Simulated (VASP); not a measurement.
# Au (P6_3/mmc) in VASP: further runs, part 2 of 2

VASP 6.6.1. Earlier steps stand in the parts before.

### 5 Relaxation of shape and atoms at fixed volume, PBEsol (17.38 Å³/atom)

This run uses another cell than the first one, of 17.38 Å³/atom.

Input file INCAR:

```
PREC = Accurate
ENCUT = 500
EDIFF = 1E-7
ISMEAR = -1
SIGMA = 0.15
LREAL = F
LASPH = T
NELM = 120
ALGO = Normal
ISIF = 4
LWAVE = F
LCHARG = F
GGA = PS
IBRION = 2
NSW = 80
EDIFFG = -0.001
GGA_COMPAT = F
NELMIN = 4
```

Input file KPOINTS:

```
Automatic mesh
0
Gamma
  18 18 10
```

Input file POSCAR:

```
Au
1.0
    2.8822564278      0.0000000000      0.0000000000
   -1.4411282139      2.4961072867      0.0000000000
    0.0000000000      0.0000000000      4.8308948733
Au
2
Direct
    0.3333333333      0.6666666667      0.7500000000
    0.6666666667      0.3333333333      0.2500000000
```

Potentials or basis: VASP PAW PBE potentials, release 64 (Au).

Run with:

```bash
> cat potpaw_PBE.64/Au/POTCAR > POTCAR
> mpirun -np 1 vasp_std > vasp.out
```

OUTCAR:

```text
PREC = Accurate
   ENCUT = 500
   EDIFF = 1E-7
   ISMEAR = -1
   LREAL = F
   LASPH = T
   NELM = 120
   ISIF = 4
   GGA = PS
   IBRION = 2
   NSW = 80
   EDIFFG = -0.001
   NELMIN = 4

 ion  position               nearest neighbor table
   1  0.333  0.667  0.750-   2 2.93   2 2.93   2 2.93   2 2.93   2 2.93   2 2.93
   2  0.667  0.333  0.250-   1 2.93   1 2.93   1 2.93   1 2.93   1 2.93   1 2.93

  LATTYP: Found a hexagonal cell.
 ALAT       =     2.8822564278
 C/A-ratio  =     1.6760808742

  Lattice vectors:

 A1 = (   2.8822564278,   0.0000000000,   0.0000000000)
 A2 = (  -1.4411282139,   2.4961072867,   0.0000000000)
 A3 = (   0.0000000000,   0.0000000000,   4.8308948733)

Analysis of symmetry for initial positions (statically):
=====================================================================
 Subroutine PRICEL returns:
 Original cell was already a primitive cell.

 Routine SETGRP: Setting up the symmetry group for a
 hexagonal supercell.

 Subroutine GETGRP returns: Found 24 space group operations
 (whereof 12 operations were pure point group operations)
 out of a pool of 24 trial point group operations.

The static configuration has the point symmetry D_3d.
 The point group associated with its full space group is D_6h.

Analysis of symmetry for dynamics (positions and initial velocities):
=====================================================================
 Subroutine PRICEL returns:
 Original cell was already a primitive cell.

 Routine SETGRP: Setting up the symmetry group for a
 hexagonal supercell.

 Subroutine GETGRP returns: Found 24 space group operations
 (whereof 12 operations were pure point group operations)
 out of a pool of 24 trial point group operations.

The dynamic configuration has the point symmetry D_3d.
 The point group associated with its full space group is D_6h.

 Subroutine INISYM returns: Found 24 space group operations
[... 130 lines left out ...]
  energy-cutoff  :      500.00
  volume of cell :       34.76
 maximum number of plane-waves:       896
 NGX is ok and might be reduce to    24
   NGX = 11   NGY = 11   NGZ = 17

--------------------------------------- Ionic step        1  -------------------------------------------

 number of electron      22.0000005 magnetization

 Free energy of the ion-electron system (eV)
  ---------------------------------------------------
  ext. energy  EPLUGINS =         0.00000000
  ---------------------------------------------------
  free energy    TOTEN  =        -7.84718592 eV

  energy without entropy =       -7.79951288  energy(sigma->0) =       -7.82334940

------------------------ aborting loop because EDIFF is reached ----------------------------------------

  FORCE on cell =-STRESS in cart. coord.  units (eV):
  Direction    XX          YY          ZZ          XY          YZ          ZX
  --------------------------------------------------------------------------------------
  -------------------------------------------------------------------------------------
  Total       -0.7630606     -0.7630606     -0.7342507      0.0000000      0.0000000     -0.0000000
  in kB      -35.1759774    -35.1759774    -33.8478813      0.0000000      0.0000000     -0.0000000
  external PRESSURE =     -34.7332787 kB  Pullay stress =       0.0000000 kB
[... 59 lines left out ...]
--------------------------------------- Ionic step        3  -------------------------------------------

 number of electron      22.0000004 magnetization

 Free energy of the ion-electron system (eV)
  ---------------------------------------------------
  ext. energy  EPLUGINS =         0.00000000
  ---------------------------------------------------
  free energy    TOTEN  =        -7.84720249 eV

  energy without entropy =       -7.79954172  energy(sigma->0) =       -7.82337211

 E-fermi :   8.9198     XC(G=0): -12.7693

 val. band max:        8.9104585963   @ k =   0.1667   0.1667   0.3000
 cond. band min:       8.9250384288   @ k =   0.4444   0.0556   0.2000
 fundamental gap:      0.0145798325
 Fermi energy:         8.9198242469

 k-point     1 :       0.0000    0.0000    0.0000
  band No.  band energies     occupation
      1      -0.7613      2.00000
      2       1.7076      2.00000
      3       4.2035      2.00000
      4       4.4778      2.00000
      5       4.4778      2.00000
      6       4.7813      2.00000
      7       4.7813      2.00000
      8       5.4647      2.00000
      9       5.4647      2.00000
     10       6.7951      2.00000
     11       6.7951      2.00000
     12       7.8308      1.99859
     13      11.5208      0.00000
     14      23.5143      0.00000
[... 401 lines left out ...]
      2       2.5363      2.00000
      3       2.8653      2.00000
      4       4.4065      2.00000
      5       4.6849      2.00000
      6       4.7763      2.00000
      7       4.9677      2.00000
      8       6.7522      2.00000
      9       6.9050      2.00000
     10       7.0396      1.99999
     11       8.8460      1.24112
     12      11.7709      0.00000
     13      14.1255      0.00000
     14      16.1972      0.00000
     15      16.7219      0.00000

 [... further k-points ...]
[... 5 lines left out ...]
  --------------------------------------------------------------------------------------
  -------------------------------------------------------------------------------------
  Total       -0.7510188     -0.7510188     -0.7519423      0.0000000      0.0000000      0.0000000
  in kB      -34.6208656    -34.6208656    -34.6634399      0.0000000      0.0000000      0.0000000
  external PRESSURE =     -34.6350571 kB  Pullay stress =       0.0000000 kB
[... 17 lines left out ...]
  FREE ENERGIE OF THE ION-ELECTRON SYSTEM (eV)
  ---------------------------------------------------
  free  energy   TOTEN  =        -7.8472024896 eV

  energy  without entropy=       -7.7995417227  energy(sigma->0) =       -7.82337211

 reached required accuracy - stopping structural energy minimisation
```

OSZICAR:

```text
N       E                     dE             d eps       ncg     rms          rms(c)
DAV:   1     0.118211733919E+03    0.11821E+03   -0.11709E+04  6676   0.138E+03
DAV:   2    -0.696649010598E+01   -0.12518E+03   -0.12054E+03  7290   0.282E+02
[... 16 lines left out ...]
   2 F= -.78471967E+01 E0= -.78233621E+01  d E =-.107733E-04
       N       E                     dE             d eps       ncg     rms          rms(c)
DAV:   1    -0.784732138829E+01   -0.12466E-03   -0.64592E-03  7381   0.658E-01    0.521E-02
DAV:   2    -0.784723547526E+01    0.85913E-04   -0.58106E-05  7269   0.748E-02    0.262E-02
DAV:   3    -0.784720226146E+01    0.33214E-04   -0.60305E-05  7437   0.695E-02    0.576E-03
DAV:   4    -0.784720253175E+01   -0.27029E-06   -0.25274E-06  7619   0.136E-02    0.448E-03
DAV:   5    -0.784720248961E+01    0.42135E-07   -0.37082E-08  4478   0.171E-03
   3 F= -.78472025E+01 E0= -.78233721E+01  d E =-.165739E-04
```

CONTCAR:

```text
Au
   1.00000000000000
     2.8805496053132980    0.0000000000000000   -0.0000000000000000
    -1.4402748026566490    2.4946291350663667    0.0000000000000000
     0.0000000000000000    0.0000000000000000    4.8366215046682601
  Au
     2
Direct
     0.3333333332999970    0.6666666667000030    0.7500000000000000
     0.6666666667000030    0.3333333332999970    0.2500000000000000

  0.00000000E+00  0.00000000E+00  0.00000000E+00
  0.00000000E+00  0.00000000E+00  0.00000000E+00
```

Wall time 3.2 min (1 thread of Intel Xeon 8259CL, shared host); peak memory 0.23 GiB.

What came out:

```
Free energy               : -7.8472 eV
Energy gained by relaxing : 0.0 meV/atom
Ionic steps               : 3
Pressure after relaxing   : -3.5 GPa
Band gap on the k mesh    : zero (bands 11 and 12 overlap by 6.78 eV)
```

Final structure:
```yaml
crystal:
  lattice:
    - [2.88055, 0.00000, 0.00000]
    - [-1.44027, 2.49463, 0.00000]
    - [0.00000, 0.00000, 4.83662]
  atoms:
    - { symbol: Au, position: [0.33333, 0.66667, 0.75000] }
    - { symbol: Au, position: [0.66667, 0.33333, 0.25000] }
```

Caveat: the PAW data sets were made with another functional, which shifts forces and pressure a little; spin-orbit coupling is left out, which moves the levels of the heavy elements.

### 6 Single point, PBEsol

This run uses another cell than the first one, of 17.03 Å³/atom.

Input file INCAR:

```
PREC = Accurate
ENCUT = 520
EDIFF = 1E-6
ISMEAR = 0
SIGMA = 0.15
LREAL = False
LASPH = True
NELM = 100
ALGO = Fast
ISIF = 2
LWAVE = False
LCHARG = False
GGA = PS
NBANDS = 18
```

Input file KPOINTS:

```
regular mesh
0
Gamma
  12 12 8
```

Input file POSCAR:

```
Au
1.0
    2.8651901210      0.0000000000      0.0000000000
   -1.4325950605      2.4813274315      0.0000000000
    0.0000000000      0.0000000000      4.7905780137
Au
2
Direct
    0.3333333333      0.6666666667      0.7500000000
    0.6666666667      0.3333333333      0.2500000000
```

Potentials or basis: VASP PAW PBE potentials, release 64 (Au).

Run with:

```bash
> cat potpaw_PBE.64/Au/POTCAR > POTCAR
> mpirun -np 1 vasp_std > vasp.out
```

Run time: 80 s. Hardware: 1 thread of AMD EPYC, shared host; peak memory 0.15 GiB.

The run converged. Its results:

- Free energy: -7.8210 eV
- Pressure: -0.1 GPa
- Band gap on the k mesh: zero (bands 11 and 12 overlap by 6.92 eV)

Stress tensor (GPa, compression positive):
```
 0.14  0.00  0.00
 0.00  0.14  0.00
 0.00  0.00 -0.55
```

Levels at points of the mesh, in eV from the Fermi level:
| k point | band 7 | band 8 | band 9 | band 10 | band 11 | band 12 | band 13 | band 14 | band 15 | band 16 |
| --- | --- | --- | --- | --- | --- | --- | --- | --- | --- | --- |
| (0.00, 0.00, 0.00) | -4.24 | -3.56 | -3.56 | -2.16 | -2.16 | -1.18 | 2.74 | 14.54 | 15.78 | 16.77 |
| (0.50, 0.00, 0.00) | -3.74 | -1.91 | -1.86 | -1.67 | 0.35 | 1.56 | 5.76 | 7.29 | 7.37 | 10.26 |
| (0.00, 0.00, 0.50) | -4.60 | -4.60 | -2.63 | -2.63 | -2.63 | -2.63 | 10.71 | 10.71 | 14.85 | 14.85 |
| (0.50, 0.00, 0.50) | -2.41 | -2.41 | -1.75 | -1.75 | 0.41 | 0.41 | 3.96 | 3.96 | 13.27 | 13.27 |

Caveat: the PAW data sets were made with another functional, which shifts forces and pressure a little; spin-orbit coupling is left out, which moves the levels of the heavy elements.

### 7 The runs side by side

```csv
task,cell,k mesh,cutoff (eV),smearing,gap on the mesh (eV),pressure (GPa)
single point,"a = 2.846, b = 2.846, c = 4.762 Å, angles 90.0, 90.0, 120.0°, 2 atoms",18 × 18 × 10,500,fermi-dirac 0.15 eV,none,3.4
relaxation of shape and atoms at fixed volume,"relaxed from a = 2.844, b = 2.844, c = 4.767 Å, angles 90.0, 90.0, 120.0°, 2 atoms",18 × 18 × 10,500,fermi-dirac 0.15 eV,none,3.4
relaxation of cell and atoms,"relaxed from a = 2.865, b = 2.865, c = 4.791 Å, angles 90.0, 90.0, 120.0°, 2 atoms",18 × 18 × 10,500,fermi-dirac 0.15 eV,none,0.0
relaxation of shape and atoms at fixed volume,"relaxed from a = 2.882, b = 2.882, c = 4.831 Å, angles 90.0, 90.0, 120.0°, 2 atoms",18 × 18 × 10,500,fermi-dirac 0.15 eV,none,-3.5
single point,"a = 2.865, b = 2.865, c = 4.791 Å, angles 90.0, 90.0, 120.0°, 2 atoms",12 × 12 × 8,520,gaussian 0.15 eV,none,-0.1
```

Alike in all rows: level PBEsol; potentials or basis VASP PAW PBE potentials, release 64 (Au); no spin polarisation.

Caveats: the PAW data sets were made with another functional, which shifts forces and pressure a little; spin-orbit coupling is left out, which moves the levels of the heavy elements; the cell stands under pressure (at least some runs).

Total energies depend on the potentials used, so only differences within one code and one set of settings carry meaning.
